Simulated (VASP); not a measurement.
The system is Zr.

```
CELL_PARAMETERS angstrom
-1.77305 1.77305 1.77305
1.77305 -1.77305 1.77305
1.77305 1.77305 -1.77305
ATOMIC_POSITIONS crystal
Zr 0.00000 0.00000 0.00000
```

```yaml
Program: VASP 6.6.1
Task: relaxation of cell and atoms
Functional: PBE
Potentials_or_basis: VASP PAW PBE potentials, release 64 (Zr_sv)
Cutoff: 600 eV
k_mesh: 13 × 13 × 13
Occupations: fermi-dirac, width 0.05 eV
Spin: no spin polarisation
```

At the start: pressure 2.1 GPa; volume 22.30 Å³/atom.

Q: Where does the relaxation end?

A: Over 3 steps the energy falls by 3.4 meV/atom and the volume is 22.82 Å³/atom (+2.3 %); space group Im-3m (No. 229, to 0.05 Å).

Step by step:
```
step  energy change (eV)  largest force (eV/Å)  pressure (GPa)  volume (Å³)
   1              0.0000                0.0000            2.13        22.30
   2             -0.0010                0.0000           -1.66        23.27
   3             -0.0034                0.0000            0.00        22.82
```

Final structure:
```cif
data_structure
_symmetry_space_group_name_H-M 'P 1'
_symmetry_Int_Tables_number 1
_cell_length_a 3.0947
_cell_length_b 3.0947
_cell_length_c 3.0947
_cell_angle_alpha 109.471
_cell_angle_beta 109.471
_cell_angle_gamma 109.471
_cell_volume 22.82
loop_
_atom_site_label
_atom_site_type_symbol
_atom_site_fract_x
_atom_site_fract_y
_atom_site_fract_z
_atom_site_occupancy
Zr1 Zr 0.00000 0.00000 0.00000 1
```
